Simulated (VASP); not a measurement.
**Sn8HO16 (a cell with a defect): single point with PBE**

Sn8HO16 (a cell with a defect):

```xyz
25
Lattice="4.8272 -4.8272 0.0000 -4.8272 -4.8272 0.0000 0.0000 4.8272 -6.4763" Properties=species:S:1:pos:R:3 pbc="T T T"
Sn    2.4604   -2.4300   -1.6096
Sn   -2.5383   -2.3455   -4.8485
Sn   -2.3668   -2.4300   -1.6111
Sn    2.5280   -2.4147   -4.8485
Sn    0.0280   -0.0344   -3.2424
Sn   -4.7548   -4.8419   -0.0663
Sn    0.0725   -4.8418   -3.1544
Sn    0.0280   -4.8616    0.0218
O     0.9319   -1.0065   -1.6421
O    -3.9957   -0.9165   -4.8485
O     0.9318   -5.8338   -1.5786
O     0.8446   -1.1265   -4.8485
O     3.9826   -3.8545   -1.6263
O    -0.7324   -3.6189   -4.8485
O    -0.8446   -3.8546   -1.5945
O    -0.8211    0.9652   -4.8485
O     1.5762   -3.3946   -3.2379
O     1.5600   -3.4216    0.0276
O    -3.2672   -3.4217   -3.2484
O    -3.2510   -3.3946    0.0172
O     3.3459   -1.3968   -3.2355
O    -1.5383   -6.2621    0.0253
O    -1.5382   -1.4350   -3.2461
O    -1.4814   -1.3968    0.0148
H    -0.1179   -2.8282   -4.8487
```

This cell differs from its parent crystal: with an interstitial atom, then relaxed in part.

```
Program             : VASP 6.6.1
Task                : single point
Functional          : PBE
Potentials or basis : VASP PAW PBE potentials, release 64 (Sn_d, O, H)
Cutoff              : 520 eV
k mesh              : 3 × 3 × 3
Occupations         : gaussian, width 0.01 eV
Spin                : no spin polarisation
```

```json
{"Largest force": "0.098 eV/Å"}
```

Forces in eV/Å, atoms in the order of the input:
```
Sn  -0.004  0.003 -0.002
Sn   0.003 -0.010 -0.002
Sn  -0.003  0.003  0.002
Sn  -0.004 -0.003  0.000
Sn   0.004 -0.004  0.010
Sn  -0.002  0.006  0.024
Sn  -0.012  0.004 -0.027
Sn   0.008  0.005 -0.006
O    0.017 -0.023 -0.013
O   -0.009  0.006  0.000
O    0.018 -0.022  0.012
O    0.003 -0.022  0.000
O   -0.015  0.019 -0.006
O   -0.037 -0.058 -0.001
O   -0.013  0.021  0.003
O   -0.009  0.009 -0.001
O   -0.011 -0.009 -0.011
O   -0.008 -0.015 -0.003
O   -0.008 -0.016  0.005
O   -0.011 -0.012  0.012
O    0.003  0.010  0.003
O    0.012  0.009  0.009
O    0.014  0.011 -0.007
O    0.005  0.012 -0.001
H    0.060  0.078  0.000
```

Levels at points of the mesh, in eV from the Fermi level:
| k point | band 101 | band 102 | band 103 | band 104 | band 105 | band 106 | band 107 | band 108 |
| --- | --- | --- | --- | --- | --- | --- | --- | --- |
| (0.00, 0.00, 0.00) | -0.63 | -0.60 | -0.59 | -0.05 | 0.76 | 4.51 | 4.53 | 4.64 |

Run time: 19 min on 1 thread of Intel(R) Xeon(R) Platinum 8259CL CPU @ 2.50GHz (Skylake/Cascade Lake), with other jobs on the host, peak memory 0.61 GiB.

Caveat: the cell carries a net charge on a neutralising background, which shifts energy and pressure; the cell differs from its parent crystal (with an interstitial atom, then relaxed in part); the cell is charged against a uniform background, so pressure and absolute levels hang on convention; spin-orbit coupling is left out, which moves the levels of the heavy elements.
